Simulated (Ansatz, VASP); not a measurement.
# One calculation of Tl, two programs

```
Tl
1.0
     0.00000    3.70265    3.70265
     3.70265    0.00000    3.70265
     3.70265    3.70265    0.00000
Tl
2
Direct
  0.12500 0.12500 0.12500
  0.87500 0.87500 0.87500
```

Alike in both runs: functional BLYP; k mesh 8 × 8 × 8; occupations fermi-dirac, width 0.1 eV; no spin polarisation.

Ansatz relaxed the structure, and its values are those at the end. VASP's run is a single point on that final structure, the one shown.

```csv
,VASP,Ansatz
version,VASP 6.6.1,Ansatz 0.2.0
potentials or method,"VASP PAW PBE potentials, release 64 (Tl_d), cutoff 520 eV","plane waves (420 eV) with PAW, scalar-relativistic"
valence electrons in the cell,26,26
```

|  | VASP | Ansatz | Ansatz less VASP |
| --- | --- | --- | --- |
| pressure (GPa) | 0.0 | 0.0 | +0.02 |

VASP's potentials were made for PBE, not for BLYP.

Neither program's run includes spin-orbit coupling.
